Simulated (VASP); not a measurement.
Input of a VASP 6.6.1 run:

POSCAR

```
BaTiO3
1.0
    3.9989623200      0.0000000000      0.0000000000
    0.0000000000      3.9989623200      0.0000000000
    0.0000000000      0.0000000000      8.0343170200
Ba Ti O
2 2 6
Direct
    0.0000000000      0.0000000000      0.0000000000
    0.0000000000      0.0000000000      0.5000000000
    0.5000000000      0.5000000000      0.2410000000
    0.5000000000      0.5000000000      0.7410000000
    0.5000000000      0.5000000000      0.0080000000
    0.5000000000      0.5000000000      0.5080000000
    0.5000000000      0.0000000000      0.2575000000
    0.5000000000      0.0000000000      0.7575000000
    0.0000000000      0.5000000000      0.2575000000
    0.0000000000      0.5000000000      0.7575000000
```

File INCAR.step1:

```
SYSTEM = BaTiO3
ALGO = Normal
EDIFF = 1E-4
ENCUT = 520
GGA = PE
ISMEAR = -1
ISPIN = 2
LASPH = .True.
LCHARG = .False.
LDAU = .True.
LDAUJ = 0 0 0
LDAUL = -1 2 -1
LDAUTYPE = 2
LDAUU = 0 6.34 0
LMAXMIX = 4
LREAL = .False.
LWAVE = .True.
MAGMOM = 0 0 0 0 0 0 0 0 0 0
NBANDS = 55
NELM = 150
PREC = Accurate
SIGMA = 0.1
```

Contents of INCAR.step2:

```
SYSTEM = BaTiO3
ALGO = Normal
EDIFF = 1E-6
ENCUT = 520
ISIF = 2
ISMEAR = -1
ISPIN = 2
ISTART = 1
LASPH = .True.
LCHARG = .True.
LDAU = .True.
LDAUJ = 0 0 0
LDAUL = -1 2 -1
LDAUPRINT = 1
LDAUTYPE = 2
LDAUU = 0 6.34 0
LELF = .True.
LMAXMIX = 4
LMIXTAU = .True.
LORBIT = 11
LREAL = .False.
LVHAR = .True.
LWAVE = .False.
MAGMOM = 0 0 0 0 0 0 0 0 0 0
METAGGA = R2SCAN
NBANDS = 55
NELM = 150
PREC = Accurate
SIGMA = 0.1
```

File KPOINTS:

```
k-points
0
Gamma
  6 6 3
  0 0 0
```

Potentials or basis: VASP PAW PBE potentials, release 64 (Ba_sv, Ti_sv, O).

Run with:

```console
$ cat potpaw_PBE.64/Ba_sv/POTCAR potpaw_PBE.64/Ti_sv/POTCAR potpaw_PBE.64/O/POTCAR > POTCAR
$ cp INCAR.step1 INCAR
$ mpirun -np 1 vasp_std > vasp.out
$ cp INCAR.step2 INCAR
$ mpirun -np 1 vasp_std > vasp.out
```

Task: What does it give for the largest force?

Result: 1.270 eV/Å.

Task: What does it give for the net moment?

Result: 0.00 μB per cell.

Forces in eV/Å, atoms in the order of the input:
```
Ba   0.000  0.000 -0.092
Ba   0.000  0.000 -0.092
Ti   0.000  0.000  1.270
Ti   0.000  0.000  1.270
O    0.000  0.000 -0.731
O    0.000  0.000 -0.731
O    0.000  0.000 -0.223
O    0.000  0.000 -0.223
O    0.000  0.000 -0.223
O    0.000  0.000 -0.223
```

Caveat: the PAW data sets were made with another functional, which shifts forces and pressure a little.
